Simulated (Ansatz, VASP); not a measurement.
One calculation of Ni, two programs

```
CELL_PARAMETERS angstrom
0.00000 1.75961 1.75961
1.75961 0.00000 1.75961
1.75961 1.75961 0.00000
ATOMIC_POSITIONS crystal
Ni 0.00000 0.00000 0.00000
```

Alike in both runs: task single point; functional PBEsol; k mesh 18 × 18 × 18; occupations fermi-dirac, width 0.08 eV; collinear spin.

```csv
,VASP,Ansatz
version,VASP 6.6.1,Ansatz 0.2.0
potentials or method,"VASP PAW PBE potentials, release 64 (Ni), cutoff 520 eV","all-electron LAPW, scalar-relativistic"
```

VASP gave:

| Item | Value |
| --- | --- |
| pressure (GPa) | -9.6 |
| net moment per atom (μB) | 0.62 |
| size of the moment on the site where the two differ most (μB) | 0.62 |

Problem. Which values does Ansatz return?

Solution. Pressure (GPa): -9.8; net moment per atom (μB): 0.62; size of the moment on the site where the two differ most (μB): 0.65.

VASP's potentials were made for PBE, not for PBEsol. Site moments also hang on the region over which each program counts them. Ansatz ran all-electron here, and VASP with PAW potentials.
